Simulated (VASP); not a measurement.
Write the native input for VASP 6.6.1 that does the following.

```
Task                   : single point
Functional             : PBE
Potentials or basis    : VASP PAW PBE potentials, release 64 (Ga_d, P)
Cutoff                 : 520 eV
k mesh                 : 8 × 6 × 2
Occupations            : gaussian, width 0.05 eV
Spin                   : no spin polarisation
Dipole correction      : no
Further INCAR settings : LREAL = Auto; ALGO = Normal; EDIFF = 1e-06; NBANDS = 86
```

The structure of GaP (an interface model) lies in POSCAR:

```
GaP
1.0
    3.8926748957      0.0000000000      0.0000000000
    0.0000000000      5.5050736314      0.0000000000
    0.0000000000      0.0000000000     15.5706995828
Ga P
8 8
Direct
    0.0000000000      0.0000000000      0.0000000000
    0.5000000000      0.5000000000      0.1250000000
    0.0000000000      0.0000000000      0.2500000000
    0.5000000000      0.5000000000      0.3750000000
    0.5000000000      0.2500000000      0.5000000000
    0.0000000000      0.7500000000      0.6250000000
    0.5000000000      0.2500000000      0.7500000000
    0.0000000000      0.7500000000      0.8750000000
    0.0000000000      0.7500000000      0.1250000000
    0.5000000000      0.2500000000      0.2500000000
    0.0000000000      0.7500000000      0.3750000000
    0.0000000000      0.0000000000      0.5000000000
    0.5000000000      0.5000000000      0.6250000000
    1.0000000000      0.0000000000      0.7500000000
    0.5000000000      0.5000000000      0.8750000000
    0.5000000000      0.2500000000      0.0000000000
```

One way to write it, as run:

INCAR

```
SYSTEM = GaP
PREC = Accurate
ENCUT = 520
EDIFF = 1E-6
ISMEAR = 0
SIGMA = 0.05
LREAL = Auto
LASPH = .TRUE.
NELM = 100
ALGO = Normal
ISIF = 2
LWAVE = .FALSE.
LCHARG = .TRUE.
GGA = PE
LELF = .TRUE.
LVHAR = .TRUE.
NBANDS = 86
```

KPOINTS

```
Automatic mesh
0
G
  8 6 2
  0 0 0
```

Potentials or basis: VASP PAW PBE potentials, release 64 (Ga_d, P).

Run with:

```console
$ cat potpaw_PBE.64/Ga_d/POTCAR potpaw_PBE.64/P/POTCAR > POTCAR
$ mpirun -np 1 vasp_std > vasp.out
```

It gave:

| Quantity | Value |
| --- | --- |
| Pressure | 0.6 GPa |
| Largest force | 1.108 eV/Å |
| Band gap on the k mesh | 0.51 eV, direct |

It took 40 min on 1 thread of AMD EPYC 7R43 64-Core Processor (Zen 3), on a shared host, peak memory 0.76 GiB.
